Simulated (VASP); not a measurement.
# Ir4Pt3 (F-43m) in VASP: single point with PBE

Aim: the single point of Ir4Pt3 with PBE.

Program: VASP 6.6.1. These are calculated values, not measurements. Logs are shortened: lines on timing, memory, paths and dates and some standing lists are left out, and cuts for length are marked.

**1. The cell of the first run**

The structure is cubic, space group F-43m (No. 216). Conventional cell: a = 8.829 Å, b = 8.829 Å, c = 8.829 Å, α = 90.00°, β = 90.00°, γ = 90.00°. Within 3.1 Å of Ir (site symmetry 3m) lie 1 Pt at 2.33 Å and 3 Ir at 2.45 Å. Pt (site symmetry -43m) has 12 Ir at 3.75 Å and 8 Pt at 3.82 Å within 4.9 Å. Within 3.1 Å of Pt (site symmetry -43m) lie 4 Ir at 2.33 Å. Within 4.7 Å of Pt (site symmetry -43m) lie 12 Ir at 3.61 Å and 10 Pt at 3.82 to 4.41 Å.

The cell was generated, and may not be a known phase.

**2. Single point, PBE**

INCAR

```
PREC     = Accurate       # precision mode
ENCUT    = 570            # plane-wave cutoff, eV
EDIFF    = 1E-6           # SCF threshold, eV
ISMEAR   = 0              # smearing method
SIGMA    = 0.2            # smearing width, eV
LREAL    = F              # projectors in reciprocal space
LASPH    = T              # aspherical terms in the spheres
NELM     = 120            # most SCF steps
ALGO     = Normal         # electronic algorithm
ISIF     = 2              # what is computed and relaxed
LWAVE    = F              # write WAVECAR
LCHARG   = F              # write CHGCAR
GGA      = PE             # functional
NBANDS   = 70             # bands
GGA_COMPAT= F
```

KPOINTS

```
Automatic mesh
0
Gamma
  4 4 4
```

POSCAR

```
Ir4Pt3
1.0
    0.0000000000      4.4145922672      4.4145922672
    4.4145922672      0.0000000000      4.4145922672
    4.4145922672      4.4145922672      0.0000000000
Ir Pt
4 3
Direct
    0.1520669385      0.1520669385      0.1520669385
    0.1520669385      0.1520669385      0.5437991845
    0.1520669385      0.5437991845      0.1520669385
    0.5437991845      0.1520669385      0.1520669385
    0.7500000000      0.7500000000      0.7500000000
    0.0000000000      0.0000000000      0.0000000000
    0.5000000000      0.5000000000      0.5000000000
```

Potentials or basis: VASP PAW PBE potentials, release 64 (Ir_sv_GW, Pt_sv_GW).

Command:

```
$ cat potpaw_PBE.64/Ir_sv_GW/POTCAR potpaw_PBE.64/Pt_sv_GW/POTCAR > POTCAR
$ mpirun -np 1 vasp_std > vasp.out
```

OUTCAR:

```text
PREC = Accurate
   ENCUT = 570
   EDIFF = 1E-6
   ISMEAR = 0
   LREAL = F
   LASPH = T
   NELM = 120
   ISIF = 2
   GGA = PE

 ion  position               nearest neighbor table
   1  0.152  0.152  0.152-   6 2.33   3 2.45   4 2.45   2 2.45
   2  0.152  0.152  0.544-   6 2.33   3 2.45   4 2.45   1 2.45
   3  0.152  0.544  0.152-   6 2.33   2 2.45   4 2.45   1 2.45
   4  0.544  0.152  0.152-   6 2.33   2 2.45   3 2.45   1 2.45
   5  0.750  0.750  0.750-
   6  0.000  0.000  0.000-   1 2.33   2 2.33   3 2.33   4 2.33
   7  0.500  0.500  0.500-

  LATTYP: Found a face centered cubic cell.
 ALAT       =     8.8291845344

  Lattice vectors:

 A1 = (   0.0000000000,   4.4145922672,   4.4145922672)
 A2 = (   4.4145922672,   0.0000000000,   4.4145922672)
 A3 = (   4.4145922672,   4.4145922672,   0.0000000000)

Analysis of symmetry for initial positions (statically):
=====================================================================
 Subroutine PRICEL returns:
 Original cell was already a primitive cell.

 Routine SETGRP: Setting up the symmetry group for a
 face centered cubic supercell.

 Subroutine GETGRP returns: Found 24 space group operations
 (whereof 24 operations were pure point group operations)
 out of a pool of 48 trial point group operations.

The static configuration has the point symmetry T_d .

Analysis of symmetry for dynamics (positions and initial velocities):
=====================================================================
 Subroutine PRICEL returns:
 Original cell was already a primitive cell.

 Routine SETGRP: Setting up the symmetry group for a
 face centered cubic supercell.

 Subroutine GETGRP returns: Found 24 space group operations
 (whereof 24 operations were pure point group operations)
 out of a pool of 48 trial point group operations.

The dynamic configuration has the point symmetry T_d .

 Subroutine INISYM returns: Found 24 space group operations
 (whereof 24 operations are pure point group operations),
 and found     1 'primitive' translations

----------------------------------------------------------------------------------------

                                     Primitive cell

  volume of cell :     172.0687

  direct lattice vectors                    reciprocal lattice vectors
     0.000000000  4.414592267  4.414592267    -0.113260743  0.113260743  0.113260743
     4.414592267  0.000000000  4.414592267     0.113260743 -0.113260743  0.113260743
     4.414592267  4.414592267  0.000000000     0.113260743  0.113260743 -0.113260743

  length of vectors
     6.243176257  6.243176257  6.243176257     0.196173361  0.196173361  0.196173361

  position of ions in fractional coordinates (direct lattice)
     0.152066938  0.152066938  0.152066938
     0.152066938  0.152066938  0.543799185
     0.152066938  0.543799185  0.152066938
     0.543799185  0.152066938  0.152066938
     0.750000000  0.750000000  0.750000000
     0.000000000  0.000000000  0.000000000
     0.500000000  0.500000000  0.500000000

  ion indices of the primitive-cell ions
   primitive index   ion index
                 1           1
                 2           2
                 3           3
                 4           4
                 5           5
                 6           6
                 7           7

----------------------------------------------------------------------------------------

 KPOINTS: Automatic mesh

Automatic generation of k-mesh.
 Grid dimensions read from file:
 generate k-points for:    4    4    4

 Generating k-lattice:

  Cartesian coordinates                     Fractional coordinates (reciprocal lattice)
    -0.028315186  0.028315186  0.028315186     0.250000000  0.000000000  0.000000000
     0.028315186 -0.028315186  0.028315186     0.000000000  0.250000000  0.000000000
     0.028315186  0.028315186 -0.028315186     0.000000000  0.000000000  0.250000000

  Length of vectors
     0.049043340  0.049043340  0.049043340

  Shift w.r.t. Gamma in fractional coordinates (k-lattice)
     0.000000000  0.000000000  0.000000000

 Subroutine IBZKPT returns following result:
 ===========================================

 Found      8 irreducible k-points:

 Following reciprocal coordinates:
            Coordinates               Weight
  0.000000  0.000000  0.000000      1.000000
  0.250000  0.000000  0.000000      8.000000
  0.500000  0.000000  0.000000      4.000000
  0.250000  0.250000  0.000000      6.000000
  0.500000  0.250000  0.000000     24.000000
 -0.250000  0.250000  0.000000     12.000000
  0.500000  0.500000  0.000000      3.000000
 -0.250000  0.500000  0.250000      6.000000
   k-points           NKPTS =      8   k-points in BZ     NKDIM =      8   number of bands    NBANDS=     70
   number of dos      NEDOS =    301   number of ions     NIONS =      7
   total plane-waves  NPLWV = 125000
   dimension x,y,z NGX =    50 NGY =   50 NGZ =   50
   dimension x,y,z NGXF=   100 NGYF=  100 NGZF=  100
   ions per type =               4   3
   NGX,Y,Z   is equivalent  to a cutoff of  13.31, 13.31, 13.31 a.u.
   NGXF,Y,Z  is equivalent  to a cutoff of  26.63, 26.63, 26.63 a.u.
 SYSTEM =  unknown system
   PREC   = accura    normal or accurate (medium, high low for compatibility)
   ISTART =      0    job   : 0-new  1-cont  2-samecut
   ICHARG =      2    charge: 1-file 2-atom 10-const
   ISPIN  =      1    spin polarized calculation?
   LNONCOLLINEAR =      F non collinear calculations
   LSORBIT =      F    spin-orbit coupling
   LASPH  =      T    aspherical Exc in radial PAW
   ENCUT  =  570.0 eV  41.89 Ry    6.47 a.u.  12.15 12.15 12.15*2*pi/ulx,y,z
   NELM   =    120;   NELMIN=  2; NELMDL= -5     # of ELM steps
   EDIFF  = 0.1E-05   stopping-criterion for ELM
   LREAL  =      F    real-space projection
   EDIFFG = 0.1E-04   stopping-criterion for IOM
   NSW    =      0    number of steps for IOM
   IBRION =     -1    ionic relax: 0-MD 1-quasi-New 2-CG
   NFREE  =      0    steps in history (QN), initial steepest desc. (CG)
   ISIF   =      2    stress and relaxation
   ISYM   =      2    0-nonsym 1-usesym 2-fastsym
   POTIM  = 0.5000    time-step for ionic-motion
   TEBEG  =    0.0;   TEEND  =   0.0 temperature during run
   PSTRESS=    0.0 pullay stress
   NELECT =     122.0000    total number of electrons
   NUPDOWN=      -1.0000    fix difference up-down
   EMIN   =  10.00;   EMAX   =-10.00  energy-range for DOS
   EFERMI =   0.00;   METHOD = LEGACY
   ISMEAR =     0;   SIGMA  =   0.20  broadening in eV -4-tet -1-fermi 0-gaus
   EFERMI_NEDOS =   21; number of points for ismear=-14 and -15
   IALGO  =     38    algorithm
   IMIX   =      4    mixing-type and parameters
     AMIX     =   0.40;   BMIX     =  1.00
     AMIX_MAG =   1.60;   BMIX_MAG =  1.00
  volume/ion in A,a.u.               =      24.58       165.88
  Fermi-wavevector in a.u.,A,eV,Ry     =   1.459803  2.758627 28.994343  2.131024
  Thomas-Fermi vector in A             =   2.576327
   LORBIT       =      0    0 simple, 1 ext, 2 COOP (PROOUT), +10 PAW based schemes
   GGA     = PE    functional components
   LHFCALC =     F    Hartree Fock is set to
   AEXX    =    0.0000 exact exchange contribution
   IVDW    =     0    specifies the selected vdW correction
   LEPSILON=     F    determine dielectric tensor
   LRPA    =     F    only Hartree local field effects (RPA)
 non-spin polarized calculation
 Gauss-broadening in eV      SIGMA  =   0.20
  energy-cutoff  :      570.00
  volume of cell :      172.07
 maximum number of plane-waves:      5360
 NGX is ok and might be reduce to    50
   NGX = 25   NGY = 25   NGZ = 25

 number of electron     122.0000000 magnetization

 Free energy of the ion-electron system (eV)
  ---------------------------------------------------
  ext. energy  EPLUGINS =         0.00000000
  ---------------------------------------------------
  free energy    TOTEN  =       -40.91828263 eV

  energy without entropy =      -40.62939946  energy(sigma->0) =      -40.77384105

 E-fermi :   4.5344     XC(G=0): -10.8227

 val. band max:        4.5332219404   @ k =  -0.2500   0.5000   0.2500
 cond. band min:       4.5361729522   @ k =   0.5000   0.5000   0.0000
 fundamental gap:      0.0029510118
 Fermi energy:         4.5344130194

 k-point     1 :       0.0000    0.0000    0.0000
  band No.  band energies     occupation
      1     -95.2111      2.00000
      2     -92.2051      2.00000
      3     -91.9869      2.00000
      4     -87.7754      2.00000
      5     -87.6878      2.00000
      6     -87.6878      2.00000
[... 62 lines left out ...]
     69       7.1013      0.00000
     70       7.1013      0.00000

 k-point     2 :       0.2500    0.0000    0.0000
  band No.  band energies     occupation
      1     -95.2116      2.00000
      2     -92.2056      2.00000
      3     -91.9873      2.00000
      4     -87.7760      2.00000
      5     -87.6882      2.00000
      6     -87.6882      2.00000
[... 62 lines left out ...]
     69       7.3014      0.00000
     70       7.3014      0.00000

 k-point     3 :       0.5000    0.0000    0.0000
  band No.  band energies     occupation
      1     -95.2118      2.00000
      2     -92.2057      2.00000
      3     -91.9875      2.00000
      4     -87.7765      2.00000
      5     -87.6883      2.00000
      6     -87.6883      2.00000
[... 62 lines left out ...]
     69       7.5469      0.00000
     70       7.9190      0.00000

 k-point     4 :       0.2500    0.2500    0.0000
  band No.  band energies     occupation
      1     -95.2117      2.00000
      2     -92.2056      2.00000
      3     -91.9874      2.00000
      4     -87.7762      2.00000
      5     -87.6883      2.00000
      6     -87.6883      2.00000
[... 62 lines left out ...]
     69       6.5191      0.00000
     70       8.5560      0.00000

 k-point     5 :       0.5000    0.2500    0.0000
  band No.  band energies     occupation
      1     -95.2117      2.00000
      2     -92.2056      2.00000
      3     -91.9874      2.00000
      4     -87.7764      2.00000
      5     -87.6883      2.00000
      6     -87.6883      2.00000
[... 62 lines left out ...]
     69       7.2821      0.00000
     70       8.4469      0.00000

 k-point     6 :      -0.2500    0.2500    0.0000
  band No.  band energies     occupation
      1     -95.2117      2.00000
      2     -92.2056      2.00000
      3     -91.9873      2.00000
      4     -87.7762      2.00000
      5     -87.6883      2.00000
      6     -87.6882      2.00000
[... 62 lines left out ...]
     69       7.2689      0.00000
     70       7.7125      0.00000

 k-point     7 :       0.5000    0.5000    0.0000
  band No.  band energies     occupation
      1     -95.2119      2.00000
      2     -92.2058      2.00000
      3     -91.9875      2.00000
      4     -87.7764      2.00000
      5     -87.6885      2.00000
      6     -87.6885      2.00000
[... 62 lines left out ...]
     69       6.4366      0.00000
     70       9.4716      0.00000

 k-point     8 :      -0.2500    0.5000    0.2500
  band No.  band energies     occupation
      1     -95.2119      2.00000
      2     -92.2058      2.00000
      3     -91.9876      2.00000
      4     -87.7766      2.00000
      5     -87.6886      2.00000
      6     -87.6885      2.00000
[... 62 lines left out ...]
     69       7.7350      0.00000
     70       8.3382      0.00000

------------------------ aborting loop because EDIFF is reached ----------------------------------------

  FORCE on cell =-STRESS in cart. coord.  units (eV):
  Direction    XX          YY          ZZ          XY          YZ          ZX
  --------------------------------------------------------------------------------------
  -------------------------------------------------------------------------------------
  Total       -1.1117059     -1.1117059     -1.1117059      0.0000000      0.0000000      0.0000000
  in kB      -10.3513904    -10.3513904    -10.3513904      0.0000000      0.0000000      0.0000000
  external PRESSURE =     -10.3513904 kB  Pullay stress =       0.0000000 kB

 VOLUME and BASIS-vectors are now :
 -----------------------------------------------------------------------------
  energy-cutoff  :      570.00
  volume of cell :      172.07
      direct lattice vectors                 reciprocal lattice vectors
     0.000000000  4.414592267  4.414592267    -0.113260743  0.113260743  0.113260743
     4.414592267  0.000000000  4.414592267     0.113260743 -0.113260743  0.113260743
     4.414592267  4.414592267  0.000000000     0.113260743  0.113260743 -0.113260743

 POSITION                                       TOTAL-FORCE (eV/Angst)
 -----------------------------------------------------------------------------------
      1.34263      1.34263      1.34263         0.004250      0.004250      0.004250
      3.07197      3.07197      1.34263        -0.004250     -0.004250      0.004250
      3.07197      1.34263      3.07197        -0.004250      0.004250     -0.004250
      1.34263      3.07197      3.07197         0.004250     -0.004250     -0.004250
      6.62189      6.62189      6.62189        -0.000000     -0.000000      0.000000
      0.00000      0.00000      0.00000        -0.000000     -0.000000      0.000000
      4.41459      4.41459      4.41459        -0.000000     -0.000000      0.000000
 -----------------------------------------------------------------------------------
    total drift:                                0.000000      0.000000      0.000000

  FREE ENERGIE OF THE ION-ELECTRON SYSTEM (eV)
  ---------------------------------------------------
  free  energy   TOTEN  =       -40.9182826344 eV

  energy  without entropy=      -40.6293994632  energy(sigma->0) =      -40.77384105
```

Wall time 5.3 min (1 thread of AMD EPYC 7R43 (Zen 3), shared host); peak memory 0.35 GiB.

Results:

```
Free energy            : -40.9183 eV
Pressure               : -1.0 GPa
Largest force          : 0.007 eV/Å
Band gap on the k mesh : zero (bands 61 and 62 overlap by 0.42 eV)
```

Forces in eV/Å, atoms in the order of the input:
```
Ir   0.004  0.004  0.004
Ir  -0.004 -0.004  0.004
Ir  -0.004  0.004 -0.004
Ir   0.004 -0.004 -0.004
Pt   0.000  0.000  0.000
Pt   0.000  0.000  0.000
Pt   0.000  0.000  0.000
```

Levels at points of the mesh, in eV from the Fermi level:
| k point | band 59 | band 60 | band 61 | band 62 | band 63 | band 64 |
| --- | --- | --- | --- | --- | --- | --- |
| (0.00, 0.00, 0.00) | 0.09 | 0.09 | 0.15 | 0.15 | 0.61 | 0.61 |
| (0.50, 0.00, 0.00) | -0.30 | -0.30 | 0.27 | 0.27 | 0.48 | 0.61 |
| (0.50, 0.50, 0.00) | -0.36 | -0.30 | -0.18 | -0.12 | 0.00 | 0.00 |

Caveat: spin-orbit coupling is left out, which moves the levels of the heavy elements.
